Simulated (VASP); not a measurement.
# Os (P6_3/mmc) in VASP: a series of runs, part 2 of 3

VASP 6.6.1.

**3. Single point, PBEsol**

This run uses another cell than the first one, of 12.89 Å³/atom.

The input, INCAR:

```
PREC = Accurate ; ENCUT = 520
EDIFF = 1E-7 ; ISMEAR = -1
SIGMA = 0.05 ; LREAL = False
LASPH = True ; NELM = 100
ALGO = Normal ; ISIF = 2
LWAVE = False ; LCHARG = False
GGA = PS ; NBANDS = 15
```

The input, KPOINTS:

```
regular mesh
0
Gamma
  10 10 5
```

The input, POSCAR:

```
Os
1.0
    2.6247360000      0.0000000000      0.0000000000
   -1.3123680000      2.2730880542      0.0000000000
    0.0000000000      0.0000000000      4.3197000000
Os
2
Direct
    0.6666666667      0.3333333333      0.7500000000
    0.3333333333      0.6666666667      0.2500000000
```

Potentials or basis: VASP PAW PBE potentials, release 64 (Os).

Run with:

```console
> cat potpaw_PBE.64/Os/POTCAR > POTCAR
> mpirun -np 1 vasp_std > vasp.out
```

Wall time 38 s (1 thread of Intel Xeon 8259CL, shared host); peak memory 0.14 GiB.

The run converged. Its results:

- Free energy: -24.1628 eV
- Pressure: 41.1 GPa
- Band gap on the k mesh: zero (bands 8 and 9 overlap by 4.53 eV)

Stress tensor (GPa, compression positive):
```
52.70  0.00  0.00
 0.00 52.70  0.00
 0.00  0.00 17.90
```

Levels at points of the mesh, in eV from the Fermi level:
```csv
k point,band 5,band 6,band 7,band 8,band 9,band 10,band 11,band 12
"(0.00, 0.00, 0.00)",-3.48,-2.64,-2.64,-1.41,-1.41,-0.53,1.87,1.87
"(0.50, 0.00, 0.00)",-3.27,-3.04,-2.47,2.68,2.82,3.20,5.05,6.44
```

Caveat: the cell stands under pressure; the PAW data sets were made with another functional, which shifts forces and pressure a little; spin-orbit coupling is left out, which moves the levels of the heavy elements.

**4. Single point, PBEsol**

This run uses another cell than the first one, of 15.12 Å³/atom.

The input, INCAR:

```
  PREC = Accurate
  ENCUT = 520
  EDIFF = 1E-6
  ISMEAR = -1
  SIGMA = 0.05
  LREAL = F
  LASPH = T
  NELM = 60
  ALGO = Fast
  ISIF = 2
  LWAVE = F
  LCHARG = T
  GGA = PS
  LELF = T
  LVHAR = T
  NBANDS = 15
```

The input, KPOINTS:

```
Automatic mesh
0
Gamma
  9 9 5
```

The input, POSCAR:

```
Os
1.0
    2.8434640000      0.0000000000      0.0000000000
   -1.4217320000      2.4625120588      0.0000000000
    0.0000000000      0.0000000000      4.3197000000
Os
2
Direct
    0.6666666667      0.3333333333      0.7500000000
    0.3333333333      0.6666666667      0.2500000000
```

Potentials or basis: VASP PAW PBE potentials, release 64 (Os).

Run with:

```console
> cat potpaw_PBE.64/Os/POTCAR > POTCAR
> mpirun -np 1 vasp_std > vasp.out
```

OUTCAR:

```text
PREC = Accurate
   ENCUT = 520
   EDIFF = 1E-6
   ISMEAR = -1
   LREAL = F
   LASPH = T
   NELM = 60
   ISIF = 2
   GGA = PS

 ion  position               nearest neighbor table
   1  0.667  0.333  0.750-   2 2.71   2 2.71   2 2.71   2 2.71   2 2.71   2 2.71
   2  0.333  0.667  0.250-   1 2.71   1 2.71   1 2.71   1 2.71   1 2.71   1 2.71

  LATTYP: Found a hexagonal cell.
 ALAT       =     2.8434640000
 C/A-ratio  =     1.5191681695

  Lattice vectors:

 A1 = (   2.8434640000,   0.0000000000,   0.0000000000)
 A2 = (  -1.4217320000,   2.4625120588,   0.0000000000)
 A3 = (   0.0000000000,   0.0000000000,   4.3197000000)

Analysis of symmetry for initial positions (statically):
=====================================================================
 Subroutine PRICEL returns:
 Original cell was already a primitive cell.

 Routine SETGRP: Setting up the symmetry group for a
 hexagonal supercell.

 Subroutine GETGRP returns: Found 24 space group operations
 (whereof 12 operations were pure point group operations)
 out of a pool of 24 trial point group operations.

The static configuration has the point symmetry D_3d.
 The point group associated with its full space group is D_6h.

Analysis of symmetry for dynamics (positions and initial velocities):
=====================================================================
 Subroutine PRICEL returns:
 Original cell was already a primitive cell.

 Routine SETGRP: Setting up the symmetry group for a
 hexagonal supercell.

 Subroutine GETGRP returns: Found 24 space group operations
 (whereof 12 operations were pure point group operations)
 out of a pool of 24 trial point group operations.

The dynamic configuration has the point symmetry D_3d.
 The point group associated with its full space group is D_6h.

 Subroutine INISYM returns: Found 24 space group operations
 (whereof 12 operations are pure point group operations),
 and found     1 'primitive' translations

----------------------------------------------------------------------------------------

[... 123 lines left out ...]
 non-spin polarized calculation
 RMM-DIIS sequential band-by-band and
  energy-cutoff  :      520.00
  volume of cell :       30.25
 maximum number of plane-waves:       825
 NGX is ok and might be reduce to    24
   NGX = 11   NGY = 11   NGZ = 17

 number of electron      16.0000001 magnetization

 Free energy of the ion-electron system (eV)
  ---------------------------------------------------
  ext. energy  EPLUGINS =         0.00000000
  ---------------------------------------------------
  free energy    TOTEN  =       -24.22582200 eV

  energy without entropy =      -24.21089531  energy(sigma->0) =      -24.21835865

 E-fermi :   8.2935     XC(G=0): -13.7076

 val. band max:        8.1725577714   @ k =   0.2222   0.2222   0.2000
 cond. band min:       8.2957749566   @ k =   0.3333  -0.0000   0.0000
 fundamental gap:      0.1232171852
 Fermi energy:         8.2934675506

 k-point     1 :       0.0000    0.0000    0.0000
  band No.  band energies     occupation
      1      -2.1264      2.00000
      2       1.1117      2.00000
      3       5.3782      2.00000
      4       5.3782      2.00000
      5       6.0669      2.00000
      6       6.2196      2.00000
      7       6.2196      2.00000
      8       6.4427      2.00000
      9       6.4427      2.00000
     10       8.6066      0.00381
     11       9.6613      0.00000
     12       9.6613      0.00000
     13      16.7975      0.00000
     14      22.0114      0.00000
[... 401 lines left out ...]
      2       2.9939      2.00000
      3       2.9939      2.00000
      4       3.9402      2.00000
      5       5.0691      2.00000
      6       5.0691      2.00000
      7       7.0129      2.00000
      8       9.1376      0.00000
      9       9.6190      0.00000
     10       9.6190      0.00000
     11      13.3016      0.00000
     12      13.3016      0.00000
     13      15.6542      0.00000
     14      19.9636      0.00000
     15      19.9639      0.00000

 [... further k-points ...]

------------------------ aborting loop because EDIFF is reached ----------------------------------------

  FORCE on cell =-STRESS in cart. coord.  units (eV):
  Direction    XX          YY          ZZ          XY          YZ          ZX
  --------------------------------------------------------------------------------------
  -------------------------------------------------------------------------------------
  Total       -6.4978161     -6.4978161     -3.5112579      0.0000000     -0.0000000     -0.0000000
  in kB     -344.1900518   -344.1900519   -185.9917261      0.0000000     -0.0000000     -0.0000000
  external PRESSURE =    -291.4572766 kB  Pullay stress =       0.0000000 kB

 VOLUME and BASIS-vectors are now :
 -----------------------------------------------------------------------------
  energy-cutoff  :      520.00
  volume of cell :       30.25
      direct lattice vectors                 reciprocal lattice vectors
     2.843464000  0.000000000  0.000000000     0.351683721  0.203044691  0.000000000
    -1.421732000  2.462512059  0.000000000     0.000000000  0.406089382  0.000000000
     0.000000000  0.000000000  4.319700000     0.000000000  0.000000000  0.231497558

 POSITION                                       TOTAL-FORCE (eV/Angst)
 -----------------------------------------------------------------------------------
      1.42173      0.82084      3.23977         0.000000      0.000000      0.000000
     -0.00000      1.64167      1.07993        -0.000000     -0.000000      0.000000
 -----------------------------------------------------------------------------------
    total drift:                               -0.000000      0.000000     -0.000000

  FREE ENERGIE OF THE ION-ELECTRON SYSTEM (eV)
  ---------------------------------------------------
  free  energy   TOTEN  =       -24.2258220000 eV

  energy  without entropy=      -24.2108953075  energy(sigma->0) =      -24.21835865
```

OSZICAR:

```text
N       E                     dE             d eps       ncg     rms          rms(c)
DAV:   1     0.972044188896E+02    0.97204E+02   -0.74354E+03  1080   0.102E+03
DAV:   2    -0.207500346286E+02   -0.11795E+03   -0.10244E+03  1108   0.318E+02
DAV:   3    -0.258708439971E+02   -0.51208E+01   -0.48606E+01  1458   0.568E+01
DAV:   4    -0.259178480982E+02   -0.47004E-01   -0.46947E-01  1178   0.564E+00
DAV:   5    -0.259181038233E+02   -0.25573E-03   -0.25572E-03  1459   0.393E-01    0.203E+01
RMM:   6    -0.245465514314E+02    0.13716E+01   -0.11790E+00  1085   0.808E+00    0.717E+00
RMM:   7    -0.242291192669E+02    0.31743E+00   -0.12078E+00  1096   0.646E+00    0.440E-01
RMM:   8    -0.242283786077E+02    0.74066E-03   -0.70470E-02  1158   0.320E+00    0.131E+00
RMM:   9    -0.242290202385E+02   -0.64163E-03   -0.17861E-02  1187   0.829E-01    0.262E-01
RMM:  10    -0.242259050057E+02    0.31152E-02   -0.10280E-02  1108   0.112E+00    0.786E-02
RMM:  11    -0.242258419812E+02    0.63025E-04   -0.43504E-04  1195   0.223E-01    0.113E-01
RMM:  12    -0.242258233674E+02    0.18614E-04   -0.51580E-05  1190   0.480E-02    0.313E-02
RMM:  13    -0.242258223733E+02    0.99415E-06   -0.11616E-05  1192   0.337E-02    0.349E-02
RMM:  14    -0.242258220000E+02    0.37332E-06   -0.13150E-06   865   0.118E-02
   1 F= -.24225822E+02 E0= -.24218359E+02  d E =-.149267E-01
```

Run time: 42 s. Hardware: 1 thread of Intel Xeon 8259CL, shared host; peak memory 0.15 GiB.

Results:

| Item | Value |
| --- | --- |
| Free energy | -24.2258 eV |
| Pressure | -29.1 GPa |
| Band gap on the k mesh | zero (bands 8 and 9 overlap by 3.41 eV) |

Levels at points of the mesh, in eV from the Fermi level:
```tsv
k point	band 6	band 7	band 8	band 9	band 10	band 11
(0.00, 0.00, 0.00)	-2.07	-2.07	-1.85	-1.85	0.31	1.37
```

Caveat: the cell stands under tension; the PAW data sets were made with another functional, which shifts forces and pressure a little; spin-orbit coupling is left out, which moves the levels of the heavy elements.

(Part 2 of 3 ends here.)
